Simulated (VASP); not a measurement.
**TaSi2: single point with r2SCAN**

Crystal: TaSi2.

```xyz
9
Lattice="4.7797 0.0000 0.0000 -2.3898 4.1393 0.0000 0.0000 0.0000 6.5552" Properties=species:S:1:pos:R:3 pbc="T T T"
Ta    2.3898    0.0000    3.2776
Ta    1.1949    2.0697    5.4627
Ta   -1.1949    2.0697    1.0925
Si    0.0000    1.3106    3.2776
Si    3.6447    0.6553    5.4627
Si    1.2548    3.4840    1.0925
Si    2.3898    2.8287    3.2776
Si   -1.2548    3.4840    5.4627
Si    1.1350    0.6553    1.0925
```

```json
{
 "Program": "VASP 6.6.1",
 "Task": "single point",
 "Functional": "r2SCAN",
 "Potentials or basis": "VASP PAW PBE potentials, release 64 (Ta_pv, Si)",
 "Cutoff": "520 eV",
 "k mesh": "12 × 12 × 6",
 "Occupations": "gaussian, width 0.1 eV",
 "Spin": "no spin polarisation",
 "Dipole correction": "no",
 "Further INCAR settings": "ALGO = Normal; EDIFF = 1e-06; NBANDS = 38"
}
```

The pressure is 0.3 GPa, the largest force is 0.011 eV/Å and the band gap on the k mesh is zero (an odd number of electrons rules out a gap without spin polarisation).

Forces in eV/Å, atoms in the order of the input:
```
Ta   0.000  0.000  0.000
Ta   0.000  0.000  0.000
Ta   0.000  0.000  0.000
Si   0.000 -0.011  0.000
Si   0.009 -0.005  0.000
Si   0.009  0.005  0.000
Si   0.000  0.011  0.000
Si  -0.009  0.005  0.000
Si  -0.009 -0.005  0.000
```

Stress tensor (GPa, compression positive):
```
0.31 0.00 0.00
0.00 0.31 0.00
0.00 0.00 0.22
```

Levels at points of the mesh, in eV from the Fermi level:
```
           k point  band 27  band 28  band 29  band 30  band 31  band 32
(0.00, 0.00, 0.00)    -2.37    -2.37    -1.71     0.85     3.19     3.19
(0.50, 0.00, 0.00)    -0.78    -0.13    -0.10     0.91     1.25     1.63
(0.00, 0.00, 0.50)    -2.02    -2.02     1.24     1.24     2.82     2.82
(0.50, 0.00, 0.50)    -1.95    -0.73    -0.33     1.64     2.10     2.67
```

Run time: 9.2 min on 1 thread of Intel(R) Xeon(R) 6975P-C (Granite Rapids) (shared host), peak memory 0.46 GiB.

Caveat: the PAW data sets were made with another functional, which shifts forces and pressure a little; spin-orbit coupling is left out, which moves the levels of the heavy elements; an odd number of electrons without spin polarisation forces a metal; a magnetic or distorted state may lie lower.
